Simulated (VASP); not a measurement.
**Al: single point with r2SCAN**

Crystal: Al.

```
Al
1.0
     2.81246    0.00000    0.00000
    -1.40623    2.43566    0.00000
     0.00000    0.00000    4.86685
Al
2
Direct
  0.33333 0.66667 0.25000
  0.66667 0.33333 0.75000
```

This isn't the form of Al at room conditions, which is fcc.

```json
{"Program": "VASP 6.6.1", "Task": "single point", "Functional": "r2SCAN", "Potentials or basis": "VASP PAW PBE potentials, release 64 (Al)", "Cutoff": "520 eV", "k mesh": "6 × 6 × 3", "Occupations": "fermi-dirac, width 0.05 eV", "Spin": "no spin polarisation", "Dipole correction": "no", "Further INCAR settings": "ALGO = Normal; EDIFF = 1e-07; NBANDS = 10"}
```

```json
{"Pressure": "-1.3 GPa", "Band gap on the k mesh": "zero (bands 3 and 4 overlap by 3.82 eV)"}
```

Stress tensor (GPa, compression positive):
```
 1.66  0.00  0.00
 0.00  1.66  0.00
 0.00  0.00 -7.36
```

Levels at points of the mesh, in eV from the Fermi level:
```tsv
k point	band 1	band 2	band 3	band 4	band 5	band 6	band 7
(0.00, 0.00, 0.00)	-11.94	-5.43	-5.42	11.63	12.09	12.09	12.20
(0.50, 0.00, 0.00)	-5.48	-5.46	0.45	0.56	1.24	1.39	6.54
```

Wall time 17 s on 1 thread of Intel(R) Xeon(R) Platinum 8259CL CPU @ 2.50GHz (Skylake/Cascade Lake) (shared host), peak memory 0.15 GiB.

Caveat: the k points lie up to 0.43 Å⁻¹ apart, too coarse for converged energies and pressures of a metal; the PAW data sets were made with another functional, which shifts forces and pressure a little.
